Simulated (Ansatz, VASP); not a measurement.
ZnSe: VASP beside Ansatz

```xyz
2
Lattice="0.0000 2.6445 2.9834 2.9834 0.0000 2.9834 2.9834 2.6445 0.0000" Properties=species:S:1:pos:R:3 pbc="T T T"
Zn    0.0000    0.0000    0.0000
Se    4.4751    3.9667    4.4751
```

Alike in both runs: task single point; functional PBE; k mesh 10 × 10 × 10; occupations gaussian, width 0.05 eV; no spin polarisation.

```csv
,VASP,Ansatz
version,VASP 6.6.1,Ansatz 0.2.0
potentials or method,"VASP PAW PBE potentials, release 64 (Zn, Se), cutoff 520 eV","scalar-relativistic, plane waves, PAW"
valence electrons in the cell,18,28
```

|  | VASP | Ansatz | Ansatz less VASP |
| --- | --- | --- | --- |
| gap on the k mesh at the Fermi level (eV) | 0.88 | 0.88 | -0.003 |
| least direct gap on the mesh (eV) | 0.88 | 0.88 | -0.003 |
| pressure (GPa) | -0.1 | -0.2 | -0.19 |
| traceless stress, the component that is largest in VASP (GPa) | 2.20 | 2.22 | +0.021 |

VASP's potentials hold 18 valence electrons a cell and Ansatz's 28, so a difference there can come from the potentials and not from the codes.
